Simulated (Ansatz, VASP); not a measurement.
**MgTe5: VASP beside Ansatz**

INCAR

```
SYSTEM = MgTe5
PREC = Accurate
ENCUT = 520
EDIFF = 1E-6
ISMEAR = 0
SIGMA = 0.1
LREAL = .FALSE.
LASPH = .TRUE.
NELM = 80
ALGO = Normal
ISIF = 2
LWAVE = .FALSE.
LCHARG = .TRUE.
GGA = PE
LELF = .TRUE.
LVHAR = .TRUE.
NBANDS = 25
```

KPOINTS

```
Automatic mesh
0
G
  3 3 4
  0 0 0
```

File POSCAR:

```
MgTe5
1.0
    6.5152028000      0.0000000000      0.0000000000
   -3.2576014000      5.6423311300      0.0000000000
    0.0000000000      0.0000000000      5.9737585600
Mg Te
1 5
Direct
    0.0000000000      0.0000000000      0.0000000000
    0.3130345300      0.0000000000      0.5000000000
    0.6869654700      0.6869654700      0.5000000000
    0.0000000000      0.3130345300      0.5000000000
    0.3333333300      0.6666666700      0.0000000000
    0.6666666700      0.3333333300      0.0000000000
```

Input for Ansatz:

```yaml
crystal:
  lattice:
    - [6.5152028, 0.0, 0.0]
    - [-3.2576014, 5.64233113, 0.0]
    - [0.0, 0.0, 5.97375856]
  atoms:
    - { symbol: Mg, position: [0.0, 0.0, 0.0] }
    - { symbol: Te, position: [0.31303453, 0.0, 0.5] }
    - { symbol: Te, position: [0.68696547, 0.68696547, 0.5] }
    - { symbol: Te, position: [0.0, 0.31303453, 0.5] }
    - { symbol: Te, position: [0.33333333, 0.66666667, 0.0] }
    - { symbol: Te, position: [0.66666667, 0.33333333, 0.0] }
basis:
  ecutwfc: 420
kpoints:
  mp_grid: { grid: [3, 3, 4] }
hamiltonian:
  xc: pbe
scf:
  occupations: { method: gaussian, width: 0.1 }
  lower_state_search: "off"
output:
  forces: true
  stress: true
  eigenvalues: true
```

Change from the starting cell: species swapped into the Mg5Pd type (P-62m, No. 189).

Alike in both runs: task single point; functional PBE; k mesh 3 × 3 × 4; occupations gaussian, width 0.1 eV; no spin polarisation.

|  | VASP | Ansatz |
| --- | --- | --- |
| version | VASP 6.6.1 | Ansatz 0.2.0 |
| potentials or method | VASP PAW PBE potentials, release 64 (Mg, Te), cutoff 520 eV | scalar-relativistic, plane waves, PAW |
| valence electrons in the cell | 32 | 90 |

```csv
,VASP,Ansatz,Ansatz less VASP
gap on the k mesh at the Fermi level (eV),none,none,-
pressure (GPa),-7.0,-7.0,+0.03
"traceless stress, the component that is largest in VASP (GPa)",-0.65,-0.65,-0.004
rms of the force components (eV/Å),0.178,0.177,-0.0011
```

Atom by atom the forces differ by 0.001 eV/Å (rms over components). A gap of «none» marks a metal or a gap that the smearing closes. VASP's potentials hold 32 valence electrons a cell and Ansatz's 90, so a difference there can come from the potentials and not from the codes.

The k mesh is coarse, so the values compare programs but aren't converged. Neither program's run includes spin-orbit coupling.
